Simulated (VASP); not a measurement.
Write the native input for VASP 6.6.1 that does the following.

| Quantity | Value |
| --- | --- |
| Task | single point |
| Functional | LDA |
| Potentials or basis | VASP PAW LDA potentials, release 64 (Au) |
| Cutoff | 520 eV |
| k mesh | 13 × 13 × 4 |
| Occupations | fermi-dirac, width 0.1 eV |
| Spin | no spin polarisation |
| Dipole correction | no |
| Further INCAR settings | ALGO = Normal; EDIFF = 1e-07; NBANDS = 30 |

The structure of Au lies in POSCAR:

```
Au
1.0
    2.7643162552      0.0000000000      0.0000000000
   -1.3821581276      2.3939681011      0.0000000000
    0.0000000000      0.0000000000      9.1424221799
Au
4
Direct
    0.0000000000      0.0000000000      0.0000000000
    0.0000000000      0.0000000000      0.5000000000
    0.3333333333      0.6666666667      0.2500000000
    0.6666666667      0.3333333333      0.7500000000
```

One way to write it, as run:

INCAR

```
SYSTEM = Au
  PREC = Accurate
  ENCUT = 520
  EDIFF = 1E-7
  ISMEAR = -1
  SIGMA = 0.1
  LREAL = .False.
  LASPH = .True.
  NELM = 100
  ALGO = Normal
  ISIF = 2
  LWAVE = .False.
  LCHARG = .False.
  NBANDS = 30
```

KPOINTS

```
regular mesh
0
Gamma
  13 13 4
  0 0 0
```

Potentials or basis: VASP PAW LDA potentials, release 64 (Au).

Command:

```bash
$ cat potpaw_LDA.64/Au/POTCAR > POTCAR
$ mpirun -np 1 vasp_std > vasp.out
```

Results of the run:

The pressure is 23.7 GPa. The band gap on the k mesh is zero (band 22 reaches 14.56 eV, above the bottom of band 23 at 8.96 eV).

Caveat: spin-orbit coupling is left out, which moves the levels of the heavy elements.

It took 57 s on 1 thread of AMD EPYC 9R45 96-Core Processor (Zen 5), on a shared host, peak memory 0.18 GiB.
